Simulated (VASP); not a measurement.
Here is a VASP 6.6.1 calculation.

The input INCAR:

```
  PREC = Accurate
  ENCUT = 520
  EDIFF = 1E-7
  ISMEAR = 0
  SIGMA = 0.1
  LREAL = F
  LASPH = T
  NELM = 150
  ALGO = Fast
  ISIF = 2
  LWAVE = F
  LCHARG = F
  ISPIN = 2
  MAGMOM = 4 4 4 4 4 3
  LORBIT = 11
  LMAXMIX = 4
  GGA = PE
  NBANDS = 38
```

File KPOINTS:

```
Automatic mesh
0
Gamma
  6 6 4
```

File POSCAR:

```
Fe5Co
1.0
    4.3410544470     -0.0000000030      0.0000000000
   -2.1705272209      3.7594634318      0.0000000000
    0.0000000000      0.0000000000      4.3658809958
Fe Co
5 1
Direct
    0.6666666667      0.3333333333      0.0000000000
    0.3333333333      0.6666666667      0.0000000000
    0.3325796664      0.0000000000      0.5000000000
    0.0000000000      0.3325796664      0.5000000000
    0.6674203336      0.6674203336      0.5000000000
    0.0000000000      0.0000000000      0.0000000000
```

Potentials or basis: VASP PAW PBE potentials, release 64 (Fe, Co).

Run with:

```bash
$ cat potpaw_PBE.64/Fe/POTCAR potpaw_PBE.64/Co/POTCAR > POTCAR
$ mpirun -np 1 vasp_std > vasp.out
```

Task: Predict the net moment.

Result: 14.60 μB per cell.

Task: Predict the pressure.

Result: -0.2 GPa.

Task: Predict the site moments.

Result: Fe +2.63, +2.54 (each value once); Co +1.67 μB.
